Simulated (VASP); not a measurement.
## MnO: single point with PBE

Crystal: MnO.

```
CELL_PARAMETERS angstrom
0.00000 2.22200 2.22200
2.22200 0.00000 2.22200
2.22200 2.22200 0.00000
ATOMIC_POSITIONS crystal
Mn 0.00000 0.00000 0.00000
O 0.50000 0.50000 0.50000
```

| Property | Result |
| --- | --- |
| Program | VASP 6.6.1 |
| Task | single point |
| Functional | PBE |
| Potentials or basis | VASP PAW PBE potentials, release 64 (Mn_pv, O) |
| Cutoff | 520 eV |
| k mesh | 10 × 10 × 10 |
| Occupations | fermi-dirac, width 0.05 eV |
| Spin | collinear spin, ferromagnetic start |
| Starting moments | [4.0, 0.0] μB |

The pressure is 0.6 GPa. The net moment is 4.79 μB per cell, the site moments are Mn +4.34; O +0.20 μB and the valence electrons inside the program's atomic spheres are Mn 11.36; O 4.98.

Levels at points of the mesh, in eV from the Fermi level:
Spin up:
```csv
k point,band 9,band 10,band 11,band 12,band 13,band 14,band 15,band 16
"(0.00, 0.00, 0.00)",-3.22,-3.22,-2.70,-2.70,-0.52,13.96,16.34,16.34
"(0.50, 0.00, 0.00)",-2.33,-1.89,0.20,0.20,3.48,7.74,11.88,11.88
"(0.50, 0.50, 0.00)",-2.27,-2.06,-2.06,-1.92,5.02,7.82,10.41,13.66
```
Spin down:
```
           k point  band 4  band 5  band 6  band 7  band 8  band 9  band 10  band 11
(0.00, 0.00, 0.00)  -19.83   -3.36   -3.36   -3.36    0.75    0.75     0.75     0.80
(0.50, 0.00, 0.00)  -18.87   -7.37   -4.85   -4.85    1.94    1.98     1.98     3.65
(0.50, 0.50, 0.00)  -18.91   -6.42   -4.34   -4.34   -0.83    1.96     2.17     2.41
```

Run time: 15 s on 1 thread of Intel(R) Xeon(R) 6975P-C (Granite Rapids), on a shared host, peak memory 0.16 GiB.

Caveat: a cell with one magnetic atom can't hold antiferromagnetic order, which such compounds often take; semilocal functionals often make such compounds metallic where correlation or magnetic order opens a gap, which also shifts bond lengths. With open d or f shells a metallic result of PBE can be an artefact of self-interaction; +U or a hybrid may open a gap.
